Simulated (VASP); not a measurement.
A run of VASP 6.6.1:

POSCAR

```
W
1.0
    0.0000000000      2.2546641947      1.5940475856
    2.2546641947      0.0000000000      1.5940475856
    2.2546641947      2.2546641947      0.0000000000
W
1
Direct
    0.0000000000      0.0000000000      0.0000000000
```

File INCAR.step1:

```
SYSTEM = W
ALGO = Normal
EDIFF = 1E-4
ENCUT = 520
GGA = PE
ISMEAR = 0
LASPH = .TRUE.
LCHARG = .FALSE.
LREAL = .FALSE.
LWAVE = .TRUE.
NBANDS = 13
NELM = 100
PREC = Accurate
SIGMA = 0.15
```

Contents of INCAR.step2:

```
SYSTEM = W
ALGO = Normal
EDIFF = 1E-6
ENCUT = 520
ISIF = 2
ISMEAR = 0
ISTART = 1
LASPH = .TRUE.
LCHARG = .FALSE.
LMIXTAU = .TRUE.
LREAL = .FALSE.
LWAVE = .FALSE.
METAGGA = R2SCAN
NBANDS = 13
NELM = 100
PREC = Accurate
SIGMA = 0.15
```

Contents of KPOINTS:

```
k-points
0
G
  28 28 28
  0 0 0
```

Potentials or basis: VASP PAW PBE potentials, release 64 (W_sv).

Launch:

```bash
$ cat potpaw_PBE.64/W_sv/POTCAR > POTCAR
$ cp INCAR.step1 INCAR
$ mpirun -np 1 vasp_std > vasp.out
$ cp INCAR.step2 INCAR
$ mpirun -np 1 vasp_std > vasp.out
```

Hardware: 1 thread of Intel(R) Xeon(R) 6975P-C (Granite Rapids) (shared host).

Q: Estimate the wall time of this run.

A: Wall time 5.3 min on 1 thread of Intel(R) Xeon(R) 6975P-C (Granite Rapids), with other jobs on the host, peak memory 0.43 GiB. Counts: k points 1639.
